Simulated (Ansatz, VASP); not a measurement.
# KI: VASP beside Ansatz

```
K I
1.0
     0.00000    3.53277    3.53277
     3.53277    0.00000    3.53277
     3.53277    3.53277    0.00000
K I
1 1
Direct
  0.00000 0.00000 0.00000
  0.50000 0.50000 0.50000
```

Alike in both runs: task single point; functional revPBE; k mesh 4 × 4 × 4; no spin polarisation.

```csv
,VASP,Ansatz
version,VASP 6.6.1,Ansatz 0.2.0
potentials or method,"VASP PAW PBE potentials, release 64 (K_sv, I)","plane waves, PAW"
plane-wave cutoff (eV),520,420
occupations,"gaussian, width 0.01 eV",fixed
valence electrons in the cell,16,26
```

Ansatz gave:

| Quantity | Value |
| --- | --- |
| pressure (GPa) | 1.5 |

Task: What did VASP give for the same quantities?

Result: Pressure (GPa): 1.6.

VASP's potentials were made for PBE, not for revPBE. VASP's potentials hold 16 valence electrons a cell and Ansatz's 26, so a difference there can come from the potentials and not from the codes.

Spin-orbit coupling is off throughout.
